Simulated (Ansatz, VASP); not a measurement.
## GdIrF: VASP beside Ansatz

File INCAR:

```
SYSTEM = GdIrF
ALGO = Normal
EDIFF = 1E-6
ENCUT = 520
GGA = PE
ISIF = 2
ISMEAR = 0
ISPIN = 2
LASPH = .True.
LCHARG = .False.
LMAXMIX = 6
LORBIT = 11
LREAL = .False.
LWAVE = .False.
MAGMOM = -7 -7 -1 1 0 0
NBANDS = 47
NELM = 150
PREC = Accurate
SIGMA = 0.1
```

The input KPOINTS:

```
k-points
0
Gamma
  4 4 4
  0 0 0
```

Contents of POSCAR:

```
GdIrF
1.0
    4.2236551600      0.0000000000      0.0000000000
    0.0000000000      4.2236551600      0.0000000000
    0.0000000000      0.0000000000      6.3552383000
Gd Ir F
2 2 2
Direct
    0.5000000000      0.0000000000      0.7290773400
    0.0000000000      0.5000000000      0.2709226600
    0.0000000000      0.0000000000      0.5000000000
    0.5000000000      0.5000000000      0.5000000000
    0.0000000000      0.0000000000      0.0000000000
    0.5000000000      0.5000000000      0.0000000000
```

Input for Ansatz:

```yaml
crystal:
  lattice:
    - [4.22365516, 0.0, 0.0]
    - [0.0, 4.22365516, 0.0]
    - [0.0, 0.0, 6.3552383]
  atoms:
    - { symbol: Gd, position: [0.5, 0.0, 0.72907734], spin: -7.0 }
    - { symbol: Gd, position: [0.0, 0.5, 0.27092266], spin: -7.0 }
    - { symbol: Ir, position: [0.0, 0.0, 0.5], spin: -1.0 }
    - { symbol: Ir, position: [0.5, 0.5, 0.5], spin: 1.0 }
    - { symbol: F, position: [0.0, 0.0, 0.0] }
    - { symbol: F, position: [0.5, 0.5, 0.0] }
basis:
  ecutwfc: 420
kpoints:
  mp_grid: { grid: [4, 4, 4] }
hamiltonian:
  xc: pbe
scf:
  occupations: { method: gaussian, width: 0.1 }
  lower_state_search: "off"
output:
  forces: true
  stress: true
  eigenvalues: true
  populations: true
magnetization:
  spin_polarized: true
```

Alike in both runs: task single point; functional PBE; k mesh 4 × 4 × 4; occupations gaussian, width 0.1 eV; collinear spin.

```csv
,VASP,Ansatz
version,VASP 6.6.1,Ansatz 0.2.0
potentials or method,"VASP PAW PBE potentials, release 64 (Gd, Ir, F), cutoff 520 eV","scalar-relativistic, plane waves, PAW"
valence electrons in the cell,68,84
```

```tsv
	VASP	Ansatz	Ansatz less VASP
gap on the k mesh at the Fermi level (eV)	none	none	-
pressure (GPa)	12.2	11.5	-0.70
traceless stress, the component that is largest in VASP (GPa)	9.78	9.37	-0.412
rms of the force components (eV/Å)	2.506	2.469	-0.0364
net moment per atom (μB)	2.37	2.37	+0.004
size of the moment on the site where the two differ most (μB)	6.77	6.84	+0.074
```

Site moments also hang on the region over which each program counts them. Atom by atom the forces differ by 0.036 eV/Å (rms over components). A gap of «none» marks a metal or a gap that the smearing closes. The functional is the same, so the differences come from potentials, cutoffs and numerics. VASP's potentials hold 68 valence electrons a cell and Ansatz's 84, so a difference there can come from the potentials and not from the codes.

The k mesh is coarse, so the values compare programs but aren't converged. Neither program's run includes spin-orbit coupling.
